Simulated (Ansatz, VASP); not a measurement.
**One calculation of BN, two programs**

The input POSCAR:

```
BN
1.0
    0.0000000000      1.8075000000      1.8075000000
    1.8075000000      0.0000000000      1.8075000000
    1.8075000000      1.8075000000      0.0000000000
B N
1 1
Direct
    0.0000000000      0.0000000000      0.0000000000
    0.2500000000      0.2500000000      0.2500000000
```

Contents of INCAR.step1:

```
ALGO     = Normal         # electronic algorithm
EDIFF    = 1E-5           # SCF threshold, eV
ENCUT    = 600            # plane-wave cutoff, eV
GGA      = PE             # functional
ISMEAR   = 0              # smearing method
LASPH    = T              # aspherical terms in the spheres
LCHARG   = F              # write CHGCAR
LREAL    = F              # projectors in reciprocal space
LWAVE    = T              # write WAVECAR
NBANDS   = 11             # bands
NELM     = 100            # most SCF steps
PREC     = Accurate       # precision mode
SIGMA    = 0.02           # smearing width, eV
```

The input INCAR.step2:

```
ALGO     = Normal         # electronic algorithm
EDIFF    = 1E-6           # SCF threshold, eV
EDIFFG   = -0.005         # ionic threshold
ENCUT    = 600            # plane-wave cutoff, eV
GGA      = PE             # functional
HFSCREEN = 0.2079         # screening, 1/A
IBRION   = 2              # ionic algorithm
ISIF     = 3              # what is computed and relaxed
ISMEAR   = 0              # smearing method
ISTART   = 1            
LASPH    = T              # aspherical terms in the spheres
LCHARG   = F              # write CHGCAR
LHFCALC  = T              # exact exchange
LREAL    = F              # projectors in reciprocal space
LWAVE    = F              # write WAVECAR
NELM     = 100            # most SCF steps
NSW      = 100            # ionic steps
PREC     = Accurate       # precision mode
PRECFOCK = Normal       
SIGMA    = 0.02           # smearing width, eV
```

Contents of KPOINTS:

```
k-points
0
Gamma
  6 6 6
```

Input for Ansatz:

```yaml
crystal:
  lattice:
    - [0.0, 1.8075, 1.8075]
    - [1.8075, 0.0, 1.8075]
    - [1.8075, 1.8075, 0.0]
  atoms:
    - { symbol: B, position: [0.0, 0.0, 0.0] }
    - { symbol: "N", position: [0.25, 0.25, 0.25] }
basis:
  ecutwfc: 420
kpoints:
  mp_grid: { grid: [6, 6, 6] }
hamiltonian:
  xc: hse06
scf:
  occupations: { method: gaussian, width: 0.02 }
output:
  forces: true
  stress: true
  eigenvalues: true
relax:
  adjacent_minimum: "off"
  f_tol: 0.005
  max_steps: 80
  cell: { stress_tol: 0.05 }
```

Alike in both runs: task relaxation of cell and atoms; functional HSE06; k mesh 6 × 6 × 6; occupations gaussian, width 0.02 eV; no spin polarisation.

|  | VASP | Ansatz |
| --- | --- | --- |
| version | VASP 6.6.1 | Ansatz 0.2.0 |
| potentials or method | VASP PAW PBE potentials, release 64 (B, N), cutoff 600 eV | scalar-relativistic, plane waves, PAW |
| valence electrons in the cell | 8 | 8 |

|  | VASP | Ansatz | Ansatz less VASP |
| --- | --- | --- | --- |
| gap on the k mesh at the Fermi level, each at its own relaxed structure (eV) | 5.79 | 5.81 | +0.016 |
| relaxed volume (Å³/atom) | 5.82 | 5.81 | -0.006 |
| relaxed length of the cell vector where the two differ most in proportion (Å) | 2.544 | 2.543 | -0.0009 |

The k mesh is coarse, so the values compare programs but aren't converged.
